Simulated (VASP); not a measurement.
Runs of VASP 6.6.1 on Cs2AgBiBr6. The structure is that of space group Fm-3m (No. 225), or close to it. The cells are those of the table. 

```tsv
cell	gap on the mesh (eV)	pressure (GPa)	largest force (eV/Å)
a = 8.022 Å, angles 60.0°, 10 atoms	(a)	0.8	0.06
a = 8.114 Å, angles 60.0°, 10 atoms	1.33	0.0	-
a = 7.948 Å, angles 60.0°, 10 atoms	1.26	1.7	0.20
a = 8.194 Å, angles 60.0°, 10 atoms	1.35	(b)	0.08
a = 8.032 Å, angles 60.0°, 10 atoms	(c)	0.8	0.09
```

Alike in all rows: task single point; level PBE; potentials or basis VASP PAW PBE potentials, release 64 (Cs_sv, Ag, Bi_d, Br); no spin polarisation; k mesh 4 × 4 × 4; cutoff (eV) 520; smearing gaussian 0.01 eV.

Question: Fill in the values left out.

Answer: (a) 1.28; (b) -0.6; (c) 1.29.

Caveats: spin-orbit coupling is left out, which moves the levels of the heavy elements.

A k mesh can miss the band edges, and the runs leave out spin-orbit coupling on Ag, Bi, Br, Cs.
